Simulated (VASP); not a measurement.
# CuO (C2/c) in VASP: notebook

CuO is run at these levels: RPBE+D4; tasks: single point.

All numbers are computed with VASP 6.6.1; they aren't measurements. Logs are shortened: lines on timing, memory, paths and dates and some standing lists are left out, and cuts for length are marked.

## (1) The cell of the first run

Symmetry: C2/c, No. 15, monoclinic system. Conventional cell: a = 4.652 Å, b = 3.400 Å, c = 5.094 Å, α = 90.00°, β = 99.54°, γ = 90.00°. Cu (site symmetry -1) has 4 O at 1.94 to 1.95 Å within 2.6 Å. O (site symmetry 2) has 6 Cu at 1.94 to 2.77 Å and 6 O at 2.61 to 2.88 Å within 2.9 Å.

## (2) Single point, RPBE+D4

The input, INCAR:

```
PREC     = Accurate       # precision mode
ENCUT    = 520            # plane-wave cutoff, eV
EDIFF    = 1E-6           # SCF threshold, eV
ISMEAR   = -1             # smearing method
SIGMA    = 0.05           # smearing width, eV
LREAL    = False          # projectors in reciprocal space
LASPH    = True           # aspherical terms in the spheres
NELM     = 80             # most SCF steps
ALGO     = Normal         # electronic algorithm
ISIF     = 2              # what is computed and relaxed
LWAVE    = False          # write WAVECAR
LCHARG   = True           # write CHGCAR
GGA      = RP             # functional
IVDW     = 13             # dispersion correction
LELF     = True           # ELF
LVHAR    = True         
NBANDS   = 25             # bands
```

The input, KPOINTS:

```
regular mesh
0
Gamma
  10 10 5
```

The input, POSCAR:

```
CuO
1.0
    2.3261324123     -1.6998144190      0.0000000000
    2.3261324123      1.6998144190      0.0000000000
   -0.8443223728      0.0000000000      5.0239229397
Cu O
2 2
Direct
    0.5000000000      0.0000000000      0.5000000000
    0.0000000000      0.5000000000      0.0000000000
    0.4184000000      0.5816000000      0.7500000000
    0.5816000000      0.4184000000      0.2500000000
```

Potentials or basis: VASP PAW PBE potentials, release 64 (Cu, O).

Command:

```bash
cat potpaw_PBE.64/Cu/POTCAR potpaw_PBE.64/O/POTCAR > POTCAR
mpirun -np 1 vasp_std > vasp.out
```

OUTCAR:

```text
PREC = Accurate
   ENCUT = 520
   EDIFF = 1E-6
   ISMEAR = -1
   LREAL = False
   LASPH = True
   NELM = 80
   ISIF = 2
   GGA = RP
   IVDW = 13

 ion  position               nearest neighbor table
   1  0.500  0.000  0.500-   3 1.94   4 1.94   4 1.95   3 1.95
   2  0.000  0.500  0.000-   4 1.94   3 1.94   4 1.95   3 1.95
   3  0.418  0.582  0.750-   2 1.94   1 1.94   2 1.95   1 1.95
   4  0.582  0.418  0.250-   1 1.94   2 1.94   2 1.95   1 1.95

  LATTYP: Found a base centered monoclinic cell.
 ALAT       =     4.6522648246
 B/A-ratio  =     0.7307470589
 C/A-ratio  =     1.0950317057
 COS(beta)  =    -0.1657361228

  Lattice vectors:

 A1 = (   2.3261324123,  -1.6998144190,   0.0000000000)
 A2 = (   2.3261324123,   1.6998144190,   0.0000000000)
 A3 = (  -0.8443223728,   0.0000000000,   5.0239229397)

Analysis of symmetry for initial positions (statically):
=====================================================================
 Subroutine PRICEL returns:
 Original cell was already a primitive cell.

 Routine SETGRP: Setting up the symmetry group for a
 base centered monoclinic supercell.

 Subroutine GETGRP returns: Found  4 space group operations
 (whereof  2 operations were pure point group operations)
 out of a pool of  4 trial point group operations.

The static configuration has the point symmetry S_2 .
 The point group associated with its full space group is C_2h.

Analysis of symmetry for dynamics (positions and initial velocities):
=====================================================================
 Subroutine PRICEL returns:
 Original cell was already a primitive cell.

 Routine SETGRP: Setting up the symmetry group for a
 base centered monoclinic supercell.

 Subroutine GETGRP returns: Found  4 space group operations
 (whereof  2 operations were pure point group operations)
 out of a pool of  4 trial point group operations.

The dynamic configuration has the point symmetry S_2 .
 The point group associated with its full space group is C_2h.

 Subroutine INISYM returns: Found  4 space group operations
 (whereof  2 operations are pure point group operations),
 and found     1 'primitive' translations

----------------------------------------------------------------------------------------

                                     Primitive cell

  volume of cell :      39.7291

  direct lattice vectors                    reciprocal lattice vectors
     2.326132412 -1.699814419  0.000000000     0.214949071 -0.294149758  0.036124421
     2.326132412  1.699814419  0.000000000     0.214949071  0.294149758  0.036124421
    -0.844322373  0.000000000  5.023922940     0.000000000  0.000000000  0.199047639

[... 90 lines left out ...]
   NSW    =      0    number of steps for IOM
   IBRION =     -1    ionic relax: 0-MD 1-quasi-New 2-CG
   NFREE  =      0    steps in history (QN), initial steepest desc. (CG)
   ISIF   =      2    stress and relaxation
   ISYM   =      2    0-nonsym 1-usesym 2-fastsym
   POTIM  = 0.5000    time-step for ionic-motion
   TEBEG  =    0.0;   TEEND  =   0.0 temperature during run
   PSTRESS=    0.0 pullay stress
   NELECT =      34.0000    total number of electrons
   NUPDOWN=      -1.0000    fix difference up-down
   EMIN   =  10.00;   EMAX   =-10.00  energy-range for DOS
   EFERMI =   0.00;   METHOD = LEGACY
   ISMEAR =    -1;   SIGMA  =   0.05  broadening in eV -4-tet -1-fermi 0-gaus
   EFERMI_NEDOS =   21; number of points for ismear=-14 and -15
   IALGO  =     38    algorithm
   IMIX   =      4    mixing-type and parameters
     AMIX     =   0.40;   BMIX     =  1.00
     AMIX_MAG =   1.60;   BMIX_MAG =  1.00
  volume/ion in A,a.u.               =       9.93        67.03
  Fermi-wavevector in a.u.,A,eV,Ry     =   1.554288  2.937178 32.869108  2.415811
  Thomas-Fermi vector in A             =   2.658396
   LORBIT       =      0    0 simple, 1 ext, 2 COOP (PROOUT), +10 PAW based schemes
   GGA     = RP    functional components
   LHFCALC =     F    Hartree Fock is set to
   AEXX    =    0.0000 exact exchange contribution
   IVDW    =    13    specifies the selected vdW correction
   LEPSILON=     F    determine dielectric tensor
   LRPA    =     F    only Hartree local field effects (RPA)
 non-spin polarized calculation
  energy-cutoff  :      520.00
  volume of cell :       39.73
 maximum number of plane-waves:      1097
 NGX is ok and might be reduce to    24
   NGX = 11   NGY = 11   NGZ = 19

 number of electron      33.9999991 magnetization

 Free energy of the ion-electron system (eV)
  ---------------------------------------------------
  ext. energy  EPLUGINS =         0.00000000
  ---------------------------------------------------
  free energy    TOTEN  =       -17.66985355 eV

  energy without entropy =      -17.65081706  energy(sigma->0) =      -17.66033530

 E-fermi :   6.1796     XC(G=0): -11.8244

 val. band max:        6.1706093774   @ k =  -0.4000   0.2000   0.4000
 cond. band min:       6.1869293212   @ k =   0.4000   0.2000   0.4000
 fundamental gap:      0.0163199438
 Fermi energy:         6.1796095305

 k-point     1 :       0.0000    0.0000    0.0000
  band No.  band energies     occupation
      1     -14.0478      2.00000
      2     -12.6857      2.00000
      3      -2.1654      2.00000
      4       0.4641      2.00000
      5       0.8641      2.00000
      6       2.7686      2.00000
[... 661 lines left out ...]
     24      19.7845      0.00000
     25      20.8016      0.00000

 [... further k-points ...]

------------------------ aborting loop because EDIFF is reached ----------------------------------------

  DFT-D4 for vdW energy calculation

  Edisp (eV):   -2.79673

  FORCE on cell =-STRESS in cart. coord.  units (eV):
  Direction    XX          YY          ZZ          XY          YZ          ZX
  --------------------------------------------------------------------------------------
  -------------------------------------------------------------------------------------
  Total       1.69306     1.28232     1.79872     0.00000     0.00000    -0.58318
  in kB      68.27674    51.71279    72.53792     0.00000     0.00000   -23.51821
  external pressure =       64.18 kB  Pullay stress =        0.00 kB

 VOLUME and BASIS-vectors are now :
 -----------------------------------------------------------------------------
  energy-cutoff  :      520.00
  volume of cell :       39.73
      direct lattice vectors                 reciprocal lattice vectors
     2.326132412 -1.699814419  0.000000000     0.214949071 -0.294149758  0.036124421
     2.326132412  1.699814419  0.000000000     0.214949071  0.294149758  0.036124421
    -0.844322373  0.000000000  5.023922940     0.000000000  0.000000000  0.199047639

 POSITION                                       TOTAL-FORCE (eV/Angst)
 -----------------------------------------------------------------------------------
      0.74091     -0.84991      2.51196        -0.000000      0.000000      0.000000
      1.16307      0.84991      0.00000        -0.000000      0.000000      0.000000
      1.69289      0.27741      3.76794         0.000000     -0.073974      0.000000
      2.11505     -0.27741      1.25598         0.000000      0.073974      0.000000
 -----------------------------------------------------------------------------------
    total drift:                                0.000000      0.000000     -0.000000

  FREE ENERGIE OF THE ION-ELECTRON SYSTEM (eV)
  ---------------------------------------------------
  free  energy   TOTEN  =       -20.4665800891 eV

  energy  without entropy=      -20.4475436082  energy(sigma->0) =      -20.45706185
```

OSZICAR:

```text
N       E                     dE             d eps       ncg     rms          rms(c)
DAV:   1     0.292768866604E+03    0.29277E+03   -0.16599E+04  7570   0.218E+03
DAV:   2     0.111449292417E+02   -0.28162E+03   -0.25925E+03  7203   0.398E+02
DAV:   3    -0.225647835105E+02   -0.33710E+02   -0.31931E+02  8763   0.153E+02
DAV:   4    -0.236322468988E+02   -0.10675E+01   -0.10623E+01  8817   0.288E+01
DAV:   5    -0.236504169774E+02   -0.18170E-01   -0.18163E-01  9131   0.337E+00    0.171E+01
DAV:   6    -0.206915452614E+02    0.29589E+01   -0.32274E+01 10027   0.145E+02    0.125E+01
DAV:   7    -0.176055354937E+02    0.30860E+01   -0.89954E+00  8570   0.112E+02    0.264E+00
DAV:   8    -0.176977660375E+02   -0.92231E-01   -0.13916E+00  7920   0.823E+00    0.162E+00
DAV:   9    -0.176737224018E+02    0.24044E-01   -0.61727E-02 12166   0.663E+00    0.506E-01
DAV:  10    -0.176698669587E+02    0.38554E-02   -0.13823E-02 10681   0.216E+00    0.295E-01
DAV:  11    -0.176697694792E+02    0.97480E-04   -0.53419E-03 10608   0.662E-01    0.512E-02
DAV:  12    -0.176698065417E+02   -0.37063E-04   -0.20693E-04  8828   0.158E-01    0.279E-02
DAV:  13    -0.176698548392E+02   -0.48297E-04   -0.92784E-05 10624   0.956E-02    0.107E-02
DAV:  14    -0.176698534200E+02    0.14192E-05   -0.16870E-06  7064   0.434E-02    0.504E-03
DAV:  15    -0.176698535452E+02   -0.12516E-06   -0.33010E-06  6810   0.176E-02
   1 F= -.20466580E+02 E0= -.20457062E+02  d E =-.190365E-01
```

It took 1.7 min on 1 thread of Intel Xeon Platinum 8259CL at 2.50GHz (Skylake/Cascade Lake), shared host; peak memory 0.25 GiB.

Results:

```
Free energy                : -20.4666 eV
Pressure                   : 6.4 GPa
Largest force              : 0.074 eV/Å
Band gap on the k mesh     : zero (bands 17 and 18 overlap by 0.60 eV)
Dispersion energy per atom : -0.699 eV
```

Forces on the atoms (eV/Å):
```
Cu   0.000  0.000  0.000
Cu   0.000  0.000  0.000
O    0.000 -0.074  0.000
O    0.000  0.074  0.000
```

Caveat: the cell stands under pressure; the PAW data sets were made with another functional, which shifts forces and pressure a little; semilocal functionals often make such compounds metallic where correlation or magnetic order opens a gap, which also shifts bond lengths. With open d or f shells a metallic result of RPBE can be an artefact of self-interaction; +U or a hybrid may open a gap.

## (3) Single point, RPBE+D4

This run uses another cell than the first one, of 10.13 Å³/atom.

The input, INCAR:

```
SYSTEM = CuO
PREC = Accurate ; ENCUT = 520
EDIFF = 1E-7 ; ISMEAR = -1
SIGMA = 0.05 ; LREAL = .FALSE.
LASPH = .TRUE. ; NELM = 60
ALGO = Normal ; ISIF = 2
LWAVE = .FALSE. ; LCHARG = .FALSE.
GGA = RP ; IVDW = 13
NBANDS = 25
```

The input, KPOINTS:

```
regular mesh
0
G
  10 10 5
  0 0 0
```

The input, POSCAR:

```
CuO
1.0
    2.3418500000     -1.7113000000      0.0000000000
    2.3418500000      1.7113000000      0.0000000000
   -0.8500274268      0.0000000000      5.0578693947
Cu O
2 2
Direct
    0.5000000000      0.0000000000      0.5000000000
    0.0000000000      0.5000000000      0.0000000000
    0.4184000000      0.5816000000      0.7500000000
    0.5816000000      0.4184000000      0.2500000000
```

Potentials or basis: VASP PAW PBE potentials, release 64 (Cu, O).

Command:

```bash
cat potpaw_PBE.64/Cu/POTCAR potpaw_PBE.64/O/POTCAR > POTCAR
mpirun -np 1 vasp_std > vasp.out
```

Run time: 1.9 min. Hardware: 1 thread of Intel Xeon Platinum 8259CL at 2.50GHz (Skylake/Cascade Lake), shared host; peak memory 0.25 GiB.

It converged, with:

* Free energy: -20.4901 eV
* Pressure: 2.5 GPa
* Largest force: 0.139 eV/Å
* Band gap on the k mesh: zero (bands 17 and 18 overlap by 0.60 eV)
* Dispersion energy per atom: -0.687 eV

Forces on the atoms (eV/Å):
```
Cu   0.000  0.000  0.000
Cu   0.000  0.000  0.000
O    0.000 -0.139  0.000
O    0.000  0.139  0.000
```

Stress tensor (GPa, compression positive):
```
 2.76  0.00 -1.83
 0.00  2.14  0.00
-1.83  0.00  2.65
```

Levels at points of the mesh, in eV from the Fermi level:
| k point | band 13 | band 14 | band 15 | band 16 | band 17 | band 18 | band 19 | band 20 | band 21 | band 22 |
| --- | --- | --- | --- | --- | --- | --- | --- | --- | --- | --- |
| (0.00, 0.00, 0.00) | -2.40 | -2.23 | -2.18 | -1.67 | 0.21 | 0.94 | 1.76 | 6.11 | 8.24 | 13.48 |
| (0.50, 0.00, 0.00) | -2.07 | -1.62 | -1.52 | -1.43 | 0.01 | 0.25 | 4.96 | 6.40 | 7.02 | 11.22 |
| (0.50, 0.50, 0.00) | -2.16 | -2.14 | -1.67 | -1.24 | -0.67 | 1.07 | 3.43 | 7.21 | 8.60 | 10.14 |

Caveat: the PAW data sets were made with another functional, which shifts forces and pressure a little; semilocal functionals often make such compounds metallic where correlation or magnetic order opens a gap, which also shifts bond lengths. With open d or f shells a metallic result of RPBE can be an artefact of self-interaction; +U or a hybrid may open a gap.
